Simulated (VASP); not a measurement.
Crystal: ZnO.

```
Zn O
1.0
    -0.01280    2.13164    2.13164
     2.13164   -0.01280    2.13164
     2.13164    2.13164   -0.01280
Zn O
1 1
Cartesian
  0.0000 0.0000 0.0000
  2.1252 2.1252 2.1252
```

This cell differs from its parent crystal: epitaxial 111 strain +0.5%.

Base run:

```yaml
Program: VASP 6.6.1
Functional: r2SCAN
Potentials_or_basis: VASP PAW PBE potentials, release 64 (Zn, O)
Cutoff: 520 eV
k_mesh: 10 × 10 × 10
Occupations: gaussian, width 0.01 eV
Spin: no spin polarisation
```

Its results: band gap on the k mesh 1.51 eV, indirect (least direct gap 2.88 eV); pressure 0.3 GPa.

**Question.** The run is repeated on the same cell with these changes: functional from r2SCAN to PBE; occupations from gaussian, width 0.01 eV to fermi-dirac, width 0.02 eV. What comes out?

**Answer.** Band gap on the k mesh 0.88 eV, indirect (least direct gap 2.22 eV); pressure 7.9 GPa.

Caveats: the PAW data sets were made with another functional, which shifts forces and pressure a little (some runs).

A k mesh can miss the band edges.
